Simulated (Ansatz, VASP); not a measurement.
## One calculation of Ge2P3, two programs

Contents of INCAR:

```
ALGO     = Normal         # electronic algorithm
EDIFF    = 1E-7           # SCF threshold, eV
ENCUT    = 520            # plane-wave cutoff, eV
GGA      = PE             # functional
ISIF     = 2              # what is computed and relaxed
ISMEAR   = 0              # smearing method
LASPH    = T              # aspherical terms in the spheres
LCHARG   = F              # write CHGCAR
LREAL    = F              # projectors in reciprocal space
LWAVE    = F              # write WAVECAR
NBANDS   = 54             # bands
NELM     = 60             # most SCF steps
PREC     = Accurate       # precision mode
SIGMA    = 0.1            # smearing width, eV
```

KPOINTS

```
k-points
0
Gamma
  4 4 4
```

POSCAR

```
Ge2P3
1.0
    3.2089688796     -4.3526771750      0.0000000000
    3.2089688796      4.3526771750      0.0000000000
    0.0000000000      0.0000000000      6.5619440244
Ge P
4 6
Direct
    0.4268000000      0.5732000000      0.8371000000
    0.5732000000      0.4268000000      0.3371000000
    0.8943000000      0.1057000000      0.1145000000
    0.1057000000      0.8943000000      0.6145000000
    0.3873000000      0.0663000000      0.0000000000
    0.6127000000      0.9337000000      0.5000000000
    0.9337000000      0.6127000000      0.0000000000
    0.0663000000      0.3873000000      0.5000000000
    0.2059000000      0.7941000000      0.1577000000
    0.7941000000      0.2059000000      0.6577000000
```

Input for Ansatz:

```yaml
crystal:
  lattice:
    - [3.2089688796, -4.352677175, 0.0]
    - [3.2089688796, 4.352677175, 0.0]
    - [0.0, 0.0, 6.5619440244]
  atoms:
    - { symbol: Ge, position: [0.4268, 0.5732, 0.8371] }
    - { symbol: Ge, position: [0.5732, 0.4268, 0.3371] }
    - { symbol: Ge, position: [0.8943, 0.1057, 0.1145] }
    - { symbol: Ge, position: [0.1057, 0.8943, 0.6145] }
    - { symbol: P, position: [0.3873, 0.0663, 0.0] }
    - { symbol: P, position: [0.6127, 0.9337, 0.5] }
    - { symbol: P, position: [0.9337, 0.6127, 0.0] }
    - { symbol: P, position: [0.0663, 0.3873, 0.5] }
    - { symbol: P, position: [0.2059, 0.7941, 0.1577] }
    - { symbol: P, position: [0.7941, 0.2059, 0.6577] }
basis:
  ecutwfc: 420
kpoints:
  mp_grid: { grid: [4, 4, 4] }
hamiltonian:
  xc: pbe
scf:
  occupations: { method: gaussian, width: 0.1 }
  lower_state_search: "off"
output:
  forces: true
  stress: true
  eigenvalues: true
```

Alike in both runs: task single point; functional PBE; k mesh 4 × 4 × 4; occupations gaussian, width 0.1 eV; no spin polarisation.

|  | VASP | Ansatz |
| --- | --- | --- |
| version | VASP 6.6.1 | Ansatz 0.2.0 |
| potentials or method | VASP PAW PBE potentials, release 64 (Ge_d, P), cutoff 520 eV | scalar-relativistic, plane waves, PAW |
| valence electrons in the cell | 86 | 86 |

```csv
,VASP,Ansatz,Ansatz less VASP
gap on the k mesh at the Fermi level (eV),none,none,-
pressure (GPa),17.8,18.3,+0.41
"traceless stress, the component that is largest in VASP (GPa)",19.77,20.14,+0.368
rms of the force components (eV/Å),4.205,4.301,+0.0961
```

Atom by atom the forces differ by 0.096 eV/Å (rms over components). A gap of «none» marks a metal or a gap that the smearing closes.
